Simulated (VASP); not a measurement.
Set up this calculation in VASP 6.6.1, as the native input.

```
Task                   : single point
Functional             : LDA
Potentials or basis    : VASP PAW LDA potentials, release 64 (Ru_pv)
Cutoff                 : 520 eV
k mesh                 : 11 × 11 × 6
Occupations            : fermi-dirac, width 0.05 eV
Spin                   : no spin polarisation
Dipole correction      : no
Further INCAR settings : ALGO = Normal; EDIFF = 1e-06; NBANDS = 21
```

The structure of Ru lies in POSCAR:

```
Ru
1.0
    2.7058000000      0.0000000000      0.0000000000
   -1.3529000000      2.3432915376      0.0000000000
    0.0000000000      0.0000000000      4.2819000000
Ru
2
Direct
    0.6666666667      0.3333333333      0.7500000000
    0.3333333333      0.6666666667      0.2500000000
```

The input as run:

INCAR

```
PREC = Accurate
ENCUT = 520
EDIFF = 1E-6
ISMEAR = -1
SIGMA = 0.05
LREAL = F
LASPH = T
NELM = 60
ALGO = Normal
ISIF = 2
LWAVE = F
LCHARG = F
NBANDS = 21
```

KPOINTS

```
Automatic mesh
0
Gamma
  11 11 6
```

Potentials or basis: VASP PAW LDA potentials, release 64 (Ru_pv).

Command:

```bash
$ cat potpaw_LDA.64/Ru_pv/POTCAR > POTCAR
$ mpirun -np 1 vasp_std > vasp.out
```

Results of the run:

```yaml
Pressure: -11.4 GPa
Band_gap_on_the_k_mesh: zero (band 14 reaches 14.20 eV, above the bottom of band 15 at 11.12 eV)
```

Wall time 18 s on 1 thread of Intel(R) Xeon(R) Platinum 8259CL CPU @ 2.50GHz (Skylake/Cascade Lake), on a shared host, peak memory 0.14 GiB.
